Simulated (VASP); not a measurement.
# ZnF2 (P4_2/mnm) in VASP: a series of runs

ZnF2 is run at these levels: r2SCAN; tasks: single point.

Everything below comes from runs of VASP 6.6.1. Logs are shortened: lines on timing, memory, paths and dates and some standing lists are left out, and cuts for length are marked.

## Step 1: The cell of the first run

Symmetry: P4_2/mnm, No. 136, tetragonal system. Conventional cell: a = 4.655 Å, b = 4.655 Å, c = 3.096 Å, α = 90.00°, β = 90.00°, γ = 90.00°. Within 2.6 Å of Zn (site symmetry mmm) lie 6 F at 1.99 to 2.02 Å. Within 2.7 Å of F (site symmetry m2m) lie 3 Zn at 1.99 to 2.02 Å and 1 F at 2.60 Å.

## Step 2: Single point, r2SCAN

POSCAR

```
ZnF2
1.0
    4.6554813154      0.0000000000      0.0000000000
    0.0000000000      4.6554813154      0.0000000000
    0.0000000000      0.0000000000      3.0960767909
Zn F
2 4
Direct
    0.5000000000      0.5000000000      0.5000000000
    0.0000000000      0.0000000000      0.0000000000
    0.6976009747      0.6976009747      0.0000000000
    0.8023990253      0.1976009747      0.5000000000
    0.3023990253      0.3023990253      0.0000000000
    0.1976009747      0.8023990253      0.5000000000
```

INCAR.step1

```
PREC = Accurate
ENCUT = 660
ISMEAR = 0
SIGMA = 0.02
LREAL = F
LASPH = T
NELM = 120
NBANDS = 35
GGA = PE
ALGO = Normal
EDIFF = 1E-5
LWAVE = T
LCHARG = F
GGA_COMPAT = F
```

INCAR.step2

```
PREC = Accurate
ENCUT = 660
EDIFF = 1E-6
ISMEAR = 0
SIGMA = 0.02
LREAL = F
LASPH = T
NELM = 120
ALGO = Normal
ISIF = 2
LWAVE = F
LCHARG = F
METAGGA = R2SCAN
LMIXTAU = T
NBANDS = 35
ISTART = 1
GGA_COMPAT = F
```

KPOINTS

```
Automatic mesh
0
Gamma
  6 6 8
```

Potentials or basis: VASP PAW PBE potentials, release 64 (Zn, F).

The run is started by

```
cat potpaw_PBE.64/Zn/POTCAR potpaw_PBE.64/F/POTCAR > POTCAR
cp INCAR.step1 INCAR
mpirun -np 1 vasp_std > vasp.out
cp INCAR.step2 INCAR
mpirun -np 1 vasp_std > vasp.out
```

OUTCAR:

```text
PREC = Accurate
   ENCUT = 660
   EDIFF = 1E-6
   ISMEAR = 0
   LREAL = F
   LASPH = T
   NELM = 120
   ISIF = 2
   METAGGA = R2SCAN
   ISTART = 1

 ion  position               nearest neighbor table
   1  0.500  0.500  0.500-   4 1.99   6 1.99   5 2.02   3 2.02   3 2.02   5 2.02
   2  0.000  0.000  0.000-   3 1.99   5 1.99   4 2.02   6 2.02   4 2.02   6 2.02
   3  0.698  0.698  0.000-   2 1.99   1 2.02   1 2.02
   4  0.802  0.198  0.500-   1 1.99   2 2.02   2 2.02
   5  0.302  0.302  0.000-   2 1.99   1 2.02   1 2.02
   6  0.198  0.802  0.500-   1 1.99   2 2.02   2 2.02

  LATTYP: Found a simple tetragonal cell.
 ALAT       =     4.6554813154
 C/A-ratio  =     0.6650390327

  Lattice vectors:

 A1 = (   4.6554813154,   0.0000000000,   0.0000000000)
 A2 = (   0.0000000000,   4.6554813154,   0.0000000000)
 A3 = (   0.0000000000,   0.0000000000,   3.0960767909)

Analysis of symmetry for initial positions (statically):
=====================================================================
 Subroutine PRICEL returns:
 Original cell was already a primitive cell.

 Routine SETGRP: Setting up the symmetry group for a
 simple tetragonal supercell.

 Subroutine GETGRP returns: Found 16 space group operations
 (whereof  8 operations were pure point group operations)
 out of a pool of 16 trial point group operations.

The static configuration has the point symmetry D_2h.
 The point group associated with its full space group is D_4h.

Analysis of symmetry for dynamics (positions and initial velocities):
=====================================================================
 Subroutine PRICEL returns:
 Original cell was already a primitive cell.

 Routine SETGRP: Setting up the symmetry group for a
 simple tetragonal supercell.

 Subroutine GETGRP returns: Found 16 space group operations
 (whereof  8 operations were pure point group operations)
 out of a pool of 16 trial point group operations.

The dynamic configuration has the point symmetry D_2h.
 The point group associated with its full space group is D_4h.

 Subroutine INISYM returns: Found 16 space group operations
 (whereof  8 operations are pure point group operations),
 and found     1 'primitive' translations

----------------------------------------------------------------------------------------

                                     Primitive cell

  volume of cell :      67.1028

  direct lattice vectors                    reciprocal lattice vectors
     4.655481315  0.000000000  0.000000000     0.214800561  0.000000000  0.000000000
     0.000000000  4.655481315  0.000000000     0.000000000  0.214800561  0.000000000
     0.000000000  0.000000000  3.096076791     0.000000000  0.000000000  0.322989405

  length of vectors
     4.655481315  4.655481315  3.096076791     0.214800561  0.214800561  0.322989405

  position of ions in fractional coordinates (direct lattice)
     0.500000000  0.500000000  0.500000000
     0.000000000  0.000000000  0.000000000
     0.697600975  0.697600975  0.000000000
     0.802399025  0.197600975  0.500000000
     0.302399025  0.302399025  0.000000000
     0.197600975  0.802399025  0.500000000

  ion indices of the primitive-cell ions
   primitive index   ion index
                 1           1
                 2           2
                 3           3
                 4           4
                 5           5
                 6           6

----------------------------------------------------------------------------------------

 KPOINTS: Automatic mesh

Automatic generation of k-mesh.
 Grid dimensions read from file:
 generate k-points for:    6    6    8

 Generating k-lattice:

  Cartesian coordinates                     Fractional coordinates (reciprocal lattice)
     0.035800094  0.000000000  0.000000000     0.166666667  0.000000000  0.000000000
     0.000000000  0.035800094  0.000000000     0.000000000  0.166666667  0.000000000
     0.000000000  0.000000000  0.040373676     0.000000000  0.000000000  0.125000000

  Length of vectors
     0.035800094  0.035800094  0.040373676

  Shift w.r.t. Gamma in fractional coordinates (k-lattice)
     0.000000000  0.000000000  0.000000000

 Subroutine IBZKPT returns following result:
 ===========================================

 Found     50 irreducible k-points:

 Following reciprocal coordinates:
            Coordinates               Weight
  0.000000  0.000000  0.000000      1.000000
  0.166667  0.000000  0.000000      4.000000
  0.333333  0.000000  0.000000      4.000000
  0.500000  0.000000  0.000000      2.000000
  0.166667  0.166667  0.000000      4.000000
  0.333333  0.166667  0.000000      8.000000
[... 16 lines left out ...]
  0.333333  0.000000  0.250000      8.000000
  0.500000  0.000000  0.250000      4.000000
 [... further k-points ...]
   k-points           NKPTS =     50   k-points in BZ     NKDIM =     50   number of bands    NBANDS=     35
   number of dos      NEDOS =    301   number of ions     NIONS =      6
   total plane-waves  NPLWV =  44800
   dimension x,y,z NGX =    40 NGY =   40 NGZ =   28
   dimension x,y,z NGXF=    80 NGYF=   80 NGZF=   56
   ions per type =               2   4
   NGX,Y,Z   is equivalent  to a cutoff of  14.28, 14.28, 15.03 a.u.
   NGXF,Y,Z  is equivalent  to a cutoff of  28.57, 28.57, 30.07 a.u.
 SYSTEM =  unknown system
   PREC   = accura    normal or accurate (medium, high low for compatibility)
   ISTART =      1    job   : 0-new  1-cont  2-samecut
   ICHARG =      0    charge: 1-file 2-atom 10-const
   ISPIN  =      1    spin polarized calculation?
   LNONCOLLINEAR =      F non collinear calculations
   LSORBIT =      F    spin-orbit coupling
   LASPH  =      T    aspherical Exc in radial PAW
   ENCUT  =  660.0 eV  48.51 Ry    6.96 a.u.   9.75  9.75  6.49*2*pi/ulx,y,z
   NELM   =    120;   NELMIN=  2; NELMDL=  0     # of ELM steps
   EDIFF  = 0.1E-05   stopping-criterion for ELM
   LREAL  =      F    real-space projection
[... 7 lines left out ...]
   TEBEG  =    0.0;   TEEND  =   0.0 temperature during run
   PSTRESS=    0.0 pullay stress
   NELECT =      52.0000    total number of electrons
   NUPDOWN=      -1.0000    fix difference up-down
   EMIN   =  10.00;   EMAX   =-10.00  energy-range for DOS
   EFERMI =   0.00;   METHOD = LEGACY
   ISMEAR =     0;   SIGMA  =   0.02  broadening in eV -4-tet -1-fermi 0-gaus
   EFERMI_NEDOS =   21; number of points for ismear=-14 and -15
   IALGO  =     38    algorithm
   IMIX   =      4    mixing-type and parameters
     AMIX     =   0.40;   BMIX     =  1.00
     AMIX_MAG =   1.60;   BMIX_MAG =  1.00
  volume/ion in A,a.u.               =      11.18        75.47
  Fermi-wavevector in a.u.,A,eV,Ry     =   1.503704  2.841588 30.764477  2.261125
  Thomas-Fermi vector in A             =   2.614779
   LORBIT       =      0    0 simple, 1 ext, 2 COOP (PROOUT), +10 PAW based schemes
   METAGGA = R2SCAN    functional components
   LHFCALC =     F    Hartree Fock is set to
   AEXX    =    0.0000 exact exchange contribution
   IVDW    =     0    specifies the selected vdW correction
   LEPSILON=     F    determine dielectric tensor
   LRPA    =     F    only Hartree local field effects (RPA)
 non-spin polarized calculation
 Gauss-broadening in eV      SIGMA  =   0.02
  energy-cutoff  :      660.00
  volume of cell :       67.10
 maximum number of plane-waves:      2620
 NGX is ok and might be reduce to    40
   NGX = 19   NGY = 19   NGZ = 13

 number of electron      52.0000027 magnetization

 Free energy of the ion-electron system (eV)
  ---------------------------------------------------
  ext. energy  EPLUGINS =         0.00000000
  ---------------------------------------------------
  free energy    TOTEN  =       -45.65100947 eV

  energy without entropy =      -45.65100947  energy(sigma->0) =      -45.65100947

 E-fermi :  -1.1403     XC(G=0): -11.1471

 val. band max:       -1.2497553727   @ k =   0.0000   0.0000   0.0000
 cond. band min:       2.9996026027   @ k =   0.0000   0.0000   0.0000
 fundamental gap:      4.2493579754
 Fermi energy:        -1.1402749428

 k-point     1 :       0.0000    0.0000    0.0000
  band No.  band energies     occupation
      1     -24.7010      2.00000
      2     -23.9055      2.00000
      3     -23.9055      2.00000
      4     -23.8573      2.00000
      5      -7.8909      2.00000
      6      -6.9828      2.00000
[... 27 lines left out ...]
     34      15.0685      0.00000
     35      15.0685      0.00000

 k-point     2 :       0.1667    0.0000    0.0000
  band No.  band energies     occupation
      1     -24.6569      2.00000
      2     -23.9986      2.00000
      3     -23.8960      2.00000
      4     -23.8240      2.00000
      5      -7.7515      2.00000
      6      -6.9375      2.00000
[... 27 lines left out ...]
     34      15.3461      0.00000
     35      15.5355      0.00000

 k-point     3 :       0.3333    0.0000    0.0000
  band No.  band energies     occupation
      1     -24.5334      2.00000
      2     -24.1644      2.00000
      3     -23.8711      2.00000
      4     -23.8188      2.00000
      5      -7.3821      2.00000
      6      -6.8511      2.00000
[... 27 lines left out ...]
     34      15.9882      0.00000
     35      16.0986      0.00000

 k-point     4 :       0.5000    0.0000    0.0000
  band No.  band energies     occupation
      1     -24.3565      2.00000
      2     -24.3565      2.00000
      3     -23.8404      2.00000
      4     -23.8404      2.00000
      5      -6.9671      2.00000
      6      -6.9671      2.00000
[... 27 lines left out ...]
     34      15.2438      0.00000
     35      16.8024      0.00000

 k-point     5 :       0.1667    0.1667    0.0000
  band No.  band energies     occupation
      1     -24.6153      2.00000
      2     -24.0320      2.00000
      3     -23.9173      2.00000
      4     -23.8163      2.00000
      5      -7.6650      2.00000
      6      -6.8793      2.00000
[... 638 lines left out ...]
 k-point    22 :       0.1667    0.0000    0.2500
  band No.  band energies     occupation
      1     -24.4684      2.00000
      2     -23.9662      2.00000
      3     -23.8777      2.00000
      4     -23.8548      2.00000
      5      -7.3150      2.00000
      6      -6.7451      2.00000
[... 27 lines left out ...]
     34      14.5636      0.00000
     35      14.6557      0.00000

 k-point    23 :       0.3333    0.0000    0.2500
  band No.  band energies     occupation
      1     -24.3705      2.00000
      2     -24.0867      2.00000
      3     -23.8676      2.00000
      4     -23.8483      2.00000
      5      -7.0317      2.00000
      6      -6.5706      2.00000
[... 27 lines left out ...]
     34      14.2950      0.00000
     35      14.7592      0.00000

 k-point    24 :       0.5000    0.0000    0.2500
  band No.  band energies     occupation
      1     -24.2324      2.00000
      2     -24.2324      2.00000
      3     -23.8556      2.00000
      4     -23.8556      2.00000
      5      -6.6596      2.00000
      6      -6.6596      2.00000
[... 27 lines left out ...]
     34      13.8494      0.00000
     35      16.0615      0.00000

 [... further k-points ...]
[... 5 lines left out ...]
  --------------------------------------------------------------------------------------
  -------------------------------------------------------------------------------------
  Total        1.6964274      1.6964274      2.1218120      0.0000000      0.0000000      0.0000000
  in kB       40.5046577     40.5046577     50.6613296      0.0000000      0.0000000      0.0000000
  external PRESSURE =      43.8902150 kB  Pullay stress =       0.0000000 kB

 VOLUME and BASIS-vectors are now :
 -----------------------------------------------------------------------------
  energy-cutoff  :      660.00
  volume of cell :       67.10
      direct lattice vectors                 reciprocal lattice vectors
     4.655481315  0.000000000  0.000000000     0.214800561  0.000000000  0.000000000
     0.000000000  4.655481315  0.000000000     0.000000000  0.214800561  0.000000000
     0.000000000  0.000000000  3.096076791     0.000000000  0.000000000  0.322989405

 POSITION                                       TOTAL-FORCE (eV/Angst)
 -----------------------------------------------------------------------------------
      2.32774      2.32774      1.54804        -0.000000      0.000000      0.000000
      0.00000      0.00000      0.00000        -0.000000      0.000000      0.000000
      3.24767      3.24767      0.00000         0.008346      0.008346      0.000000
      3.73555      0.91993      1.54804        -0.008346      0.008346      0.000000
      1.40781      1.40781      0.00000        -0.008346     -0.008346      0.000000
      0.91993      3.73555      1.54804         0.008346     -0.008346      0.000000
 -----------------------------------------------------------------------------------
    total drift:                               -0.000000      0.000000     -0.000000

  FREE ENERGIE OF THE ION-ELECTRON SYSTEM (eV)
  ---------------------------------------------------
  free  energy   TOTEN  =       -45.6510094726 eV

  energy  without entropy=      -45.6510094726  energy(sigma->0) =      -45.65100947
```

It took 5.3 min on 1 thread of AMD EPYC 9R45 (Zen 5), shared host; peak memory 0.26 GiB.

What came out:

```
Free energy            : -45.6510 eV
Pressure               : 4.4 GPa
Largest force          : 0.012 eV/Å
Band gap on the k mesh : 4.25 eV
```

Forces in eV/Å, atoms in the order of the input:
```
Zn   0.000  0.000  0.000
Zn   0.000  0.000  0.000
F    0.008  0.008  0.000
F   -0.008  0.008  0.000
F   -0.008 -0.008  0.000
F    0.008 -0.008  0.000
```

Caveat: the cell stands under pressure; the PAW data sets were made with another functional, which shifts forces and pressure a little. A k mesh can miss the band edges.

(Part 1 of 2 ends here.)
